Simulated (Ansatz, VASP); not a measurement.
## Two plane-wave programs on CaLuH5

The input INCAR:

```
PREC = Accurate ; ENCUT = 600
EDIFF = 1E-6 ; ISMEAR = 0
SIGMA = 0.1 ; LREAL = F
LASPH = T ; NELM = 100
ALGO = Normal ; ISIF = 3
LWAVE = F ; LCHARG = F
GGA = PE ; IBRION = 2
NSW = 100 ; EDIFFG = -0.01
```

The input KPOINTS:

```
regular mesh
0
Gamma
  10 10 6
```

Contents of POSCAR:

```
CaLuH5
1.0
    3.7173060800      0.0000000000      0.0000000000
    0.0000000000      3.7173060800      0.0000000000
    0.0000000000      0.0000000000      5.9788653900
Ca Lu H
1 1 5
Direct
    0.0000000000      0.0000000000      0.0000000000
    0.0000000000      0.0000000000      0.5000000000
    0.0000000000      0.5000000000      0.3021256300
    0.0000000000      0.5000000000      0.6978743700
    0.5000000000      0.0000000000      0.3021256300
    0.5000000000      0.0000000000      0.6978743700
    0.5000000000      0.5000000000      0.0000000000
```

Input for Ansatz:

```yaml
crystal:
  lattice:
    - [3.71730608, 0.0, 0.0]
    - [0.0, 3.71730608, 0.0]
    - [0.0, 0.0, 5.97886539]
  atoms:
    - { symbol: Ca, position: [0.0, 0.0, 0.0] }
    - { symbol: Lu, position: [0.0, 0.0, 0.5] }
    - { symbol: H, position: [0.0, 0.5, 0.30212563] }
    - { symbol: H, position: [0.0, 0.5, 0.69787437] }
    - { symbol: H, position: [0.5, 0.0, 0.30212563] }
    - { symbol: H, position: [0.5, 0.0, 0.69787437] }
    - { symbol: H, position: [0.5, 0.5, 0.0] }
basis:
  ecutwfc: 420
kpoints:
  mp_grid: { grid: [10, 10, 6] }
hamiltonian:
  xc: pbe
scf:
  occupations: { method: gaussian, width: 0.1 }
output:
  forces: true
  stress: true
  eigenvalues: true
relax:
  adjacent_minimum: "off"
  f_tol: 0.01
  max_steps: 80
  cell: { stress_tol: 0.05 }
```

Change from the starting cell: species swapped into the GdIn5Rh type (P4/mmm, No. 123).

Alike in both runs: task relaxation of cell and atoms; functional PBE; k mesh 10 × 10 × 6; occupations gaussian, width 0.1 eV; no spin polarisation.

|  | VASP | Ansatz |
| --- | --- | --- |
| version | VASP 6.6.1 | Ansatz 0.2.0 |
| potentials or method | VASP PAW PBE potentials, release 64 (Ca_sv, Lu, H), cutoff 600 eV | scalar-relativistic, plane waves, PAW |
| valence electrons in the cell | 40 | 40 |

```tsv
	VASP	Ansatz	Ansatz less VASP
gap on the k mesh at the Fermi level, each at its own relaxed structure (eV)	none	none	-
relaxed volume (Å³/atom)	11.30	11.27	-0.033
relaxed cell length with the largest relative difference (Å)	3.442	3.437	-0.0050
```

A gap of «none» marks a metal or a gap that the smearing closes.

Neither program's run includes spin-orbit coupling.
